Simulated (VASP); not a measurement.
# GaP in VASP: single point with PBEsol

Aim: the single point of GaP with PBEsol.

Program: VASP 6.6.1. These are calculated values, not measurements. Logs are shortened: lines on timing, memory, paths and dates and some standing lists are left out, and cuts for length are marked.

## Step 1: The cell of the first run

The cell holds a slab with vacuum, 12 atoms: a = 7.691 Å, b = 3.846 Å, c = 21.798 Å, α = 90.00°, β = 90.00°, γ = 90.00°.

## Step 2: Single point, PBEsol

File INCAR:

```
PREC     = Accurate       # precision mode
ENCUT    = 520            # plane-wave cutoff, eV
EDIFF    = 1E-7           # SCF threshold, eV
ISMEAR   = 0              # smearing method
SIGMA    = 0.05           # smearing width, eV
LREAL    = False          # projectors in reciprocal space
LASPH    = True           # aspherical terms in the spheres
NELM     = 100            # most SCF steps
ALGO     = Normal         # electronic algorithm
ISIF     = 2              # what is computed and relaxed
LWAVE    = False          # write WAVECAR
LCHARG   = False          # write CHGCAR
LDIPOL   = True         
IDIPOL   = 3            
DIPOL    = 0.5 0.5 0.502
GGA      = PS             # functional
NBANDS   = 66             # bands
```

File KPOINTS:

```
regular mesh
0
Gamma
  4 7 1
```

File POSCAR:

```
GaP
1.0
    7.6911300136      0.0000000000      0.0000000000
    0.0000000000      3.8455650068      0.0000000000
    0.0000000000      0.0000000000     21.7980627345
P Ga
6 6
Direct
    0.5000000000      0.5000000000      0.3440672729
    0.0000000000      0.5000000000      0.3440672729
    0.7500000000      0.0000000000      0.4711701336
    0.2500000000      0.0000000000      0.4711701336
    0.0000000000      0.5000000000      0.5960709317
    0.5000000000      0.5000000000      0.5960709317
    0.2500000000      0.5000000000      0.4064403638
    0.7500000000      0.5000000000      0.4064403638
    0.5000000000      0.0000000000      0.5315917782
    0.0000000000      0.0000000000      0.5315917782
    0.7500000000      0.5000000000      0.6599675591
    0.2500000000      0.5000000000      0.6599675591
```

Potentials or basis: VASP PAW PBE potentials, release 64 (P, Ga_d).

Command:

```sh
$ cat potpaw_PBE.64/P/POTCAR potpaw_PBE.64/Ga_d/POTCAR > POTCAR
$ mpirun -np 1 vasp_std > vasp.out
```

OUTCAR:

```text
PREC = Accurate
   ENCUT = 520
   EDIFF = 1E-7
   ISMEAR = 0
   LREAL = False
   LASPH = True
   NELM = 100
   ISIF = 2
   GGA = PS

 ion  position               nearest neighbor table
   1  0.500  0.500  0.344-   7 2.35   8 2.35
   2  0.000  0.500  0.344-   7 2.35   8 2.35
   3  0.750  0.000  0.471-   9 2.33  10 2.33   8 2.38   8 2.38
   4  0.250  0.000  0.471-   9 2.33  10 2.33   7 2.38   7 2.38
   5  0.000  0.500  0.596-  11 2.37  12 2.37  10 2.38  10 2.38
   6  0.500  0.500  0.596-  11 2.37  12 2.37   9 2.38   9 2.38
   7  0.250  0.500  0.406-   1 2.35   2 2.35   4 2.38   4 2.38
   8  0.750  0.500  0.406-   1 2.35   2 2.35   3 2.38   3 2.38
   9  0.500  0.000  0.532-   3 2.33   4 2.33   6 2.38   6 2.38
  10  0.000  0.000  0.532-   3 2.33   4 2.33   5 2.38   5 2.38
  11  0.750  0.500  0.660-   5 2.37   6 2.37
  12  0.250  0.500  0.660-   5 2.37   6 2.37

  LATTYP: Found a simple orthorhombic cell.
 ALAT       =     3.8455650068
 B/A-ratio  =     2.0000000000
 C/A-ratio  =     5.6683641275

  Lattice vectors:

 A1 = (   0.0000000000,  -3.8455650068,   0.0000000000)
 A2 = (   7.6911300136,   0.0000000000,   0.0000000000)
 A3 = (   0.0000000000,   0.0000000000,  21.7980627345)

Analysis of symmetry for initial positions (statically):
=====================================================================
 Subroutine PRICEL returns following result:

  LATTYP: Found a simple tetragonal cell.
 ALAT       =     3.8455650068
 C/A-ratio  =     5.6683641275

  Lattice vectors:

 A1 = (   3.8455650068,   0.0000000000,   0.0000000000)
 A2 = (   0.0000000000,   3.8455650068,   0.0000000000)
 A3 = (   0.0000000000,   0.0000000000,  21.7980627345)

   2 primitive cells build up your supercell.

 Routine SETGRP: Setting up the symmetry group for a
 simple orthorhombic supercell.

 Subroutine GETGRP returns: Found  4 space group operations
 (whereof  4 operations were pure point group operations)
 out of a pool of  8 trial point group operations.

The static configuration has the point symmetry C_2v.

Analysis of symmetry for dynamics (positions and initial velocities):
=====================================================================
 Subroutine PRICEL returns following result:

  LATTYP: Found a simple tetragonal cell.
 ALAT       =     3.8455650068
[... 125 lines left out ...]
   EMIN   =  10.00;   EMAX   =-10.00  energy-range for DOS
   EFERMI =   0.00;   METHOD = LEGACY
   ISMEAR =     0;   SIGMA  =   0.05  broadening in eV -4-tet -1-fermi 0-gaus
   EFERMI_NEDOS =   21; number of points for ismear=-14 and -15
   IALGO  =     38    algorithm
   IMIX   =      4    mixing-type and parameters
     AMIX     =   0.40;   BMIX     =  1.00
     AMIX_MAG =   1.60;   BMIX_MAG =  1.00
  volume/ion in A,a.u.               =      53.73       362.56
  Fermi-wavevector in a.u.,A,eV,Ry     =   0.902457  1.705397 11.080983  0.814429
  Thomas-Fermi vector in A             =   2.025663
   LORBIT       =      0    0 simple, 1 ext, 2 COOP (PROOUT), +10 PAW based schemes
   GGA     = PS    functional components
   LHFCALC =     F    Hartree Fock is set to
   AEXX    =    0.0000 exact exchange contribution
   IVDW    =     0    specifies the selected vdW correction
   LEPSILON=     F    determine dielectric tensor
   LRPA    =     F    only Hartree local field effects (RPA)
 non-spin polarized calculation
 Gauss-broadening in eV      SIGMA  =   0.05
  energy-cutoff  :      520.00
  volume of cell :      644.72
 maximum number of plane-waves:     17404
 NGX is ok and might be reduce to    60
   NGX = 29   NGY = 15   NGZ = 81

 number of electron     108.0000038 magnetization

 dipolmoment           0.000000      0.000000     -0.262659 electrons x Angstroem

 Free energy of the ion-electron system (eV)
  ---------------------------------------------------
  ext. energy  EPLUGINS =         0.00000000
  ---------------------------------------------------
  free energy    TOTEN  =       -51.71467754 eV

  energy without entropy =      -51.69381283  energy(sigma->0) =      -51.70424519

 E-fermi :  -1.6711     XC(G=0):  -4.5919

 val. band max:       -1.6765296046   @ k =   0.2500   0.2857   0.0000
 cond. band min:      -1.6682241573   @ k =   0.5000   0.1429   0.0000
 fundamental gap:      0.0083054473
 Fermi energy:        -1.6710787617

 k-point     1 :       0.0000    0.0000    0.0000
  band No.  band energies     occupation
      1     -16.4537      2.00000
      2     -16.4158      2.00000
      3     -16.4111      2.00000
      4     -16.3907      2.00000
      5     -16.3643      2.00000
      6     -16.3560      2.00000
[... 817 lines left out ...]
     65       2.7779      0.00000
     66       2.7779      0.00000

------------------------ aborting loop because EDIFF is reached ----------------------------------------

 vacuum level on the upper side and lower side of the slab       (xc-potential included)        -0.804         0.740

  FORCE on cell =-STRESS in cart. coord.  units (eV):
  Direction    XX          YY          ZZ          XY          YZ          ZX
  --------------------------------------------------------------------------------------
  -------------------------------------------------------------------------------------
  Total       -1.5422972     -4.8996465     -1.2116262      0.0000000      0.0000000      0.0000000
  in kB       -3.8327496    -12.1760695     -3.0110020      0.0000000      0.0000000      0.0000000
  external PRESSURE =      -6.3399404 kB  Pullay stress =       0.0000000 kB

 VOLUME and BASIS-vectors are now :
 -----------------------------------------------------------------------------
  energy-cutoff  :      520.00
  volume of cell :      644.72
      direct lattice vectors                 reciprocal lattice vectors
     7.691130014  0.000000000  0.000000000     0.130019906  0.000000000  0.000000000
     0.000000000  3.845565007  0.000000000     0.000000000  0.260039812  0.000000000
     0.000000000  0.000000000 21.798062735     0.000000000  0.000000000  0.045875636

 POSITION                                       TOTAL-FORCE (eV/Angst)
 -----------------------------------------------------------------------------------
      3.84557      1.92278      7.50000        -0.000000     -0.000000      0.426621
      0.00000      1.92278      7.50000        -0.000000     -0.000000      0.426621
      5.76835      0.00000     10.27060        -0.000000     -0.000000      0.013091
      1.92278      0.00000     10.27060        -0.000000     -0.000000      0.013091
      0.00000      1.92278     12.99319        -0.000000     -0.000000      0.008528
      3.84557      1.92278     12.99319        -0.000000     -0.000000      0.008528
      1.92278      1.92278      8.85961        -0.000000      0.000000     -0.428543
      5.76835      1.92278      8.85961        -0.000000      0.000000     -0.428543
      3.84557      0.00000     11.58767        -0.000000     -0.000000     -0.014403
      0.00000      0.00000     11.58767        -0.000000     -0.000000     -0.014403
      5.76835      1.92278     14.38601         0.000000     -0.000000     -0.005294
      1.92278      1.92278     14.38601         0.000000     -0.000000     -0.005294
 -----------------------------------------------------------------------------------
    total drift:                                0.000000     -0.000000      0.002293

  FREE ENERGIE OF THE ION-ELECTRON SYSTEM (eV)
  ---------------------------------------------------
  free  energy   TOTEN  =       -51.7146775416 eV

  energy  without entropy=      -51.6938128293  energy(sigma->0) =      -51.70424519

 vacuum level on the upper side and lower side of the slab         2.958         4.567
```

Run time: 46 min. Hardware: 1 thread of AMD EPYC 7R13, shared host; peak memory 0.79 GiB.

What came out:

```yaml
Free_energy: -51.7147 eV
Largest_force: 0.429 eV/Å
Band_gap_on_the_k_mesh: zero (band 54 reaches -1.30 eV, above the bottom of band 55 at -1.92 eV)
```

Forces in eV/Å, atoms in the order of the input:
```
P    0.000  0.000  0.427
P    0.000  0.000  0.427
P    0.000  0.000  0.013
P    0.000  0.000  0.013
P    0.000  0.000  0.009
P    0.000  0.000  0.009
Ga   0.000  0.000 -0.429
Ga   0.000  0.000 -0.429
Ga   0.000  0.000 -0.014
Ga   0.000  0.000 -0.014
Ga   0.000  0.000 -0.005
Ga   0.000  0.000 -0.005
```

Caveat: the PAW data sets were made with another functional, which shifts forces and pressure a little.
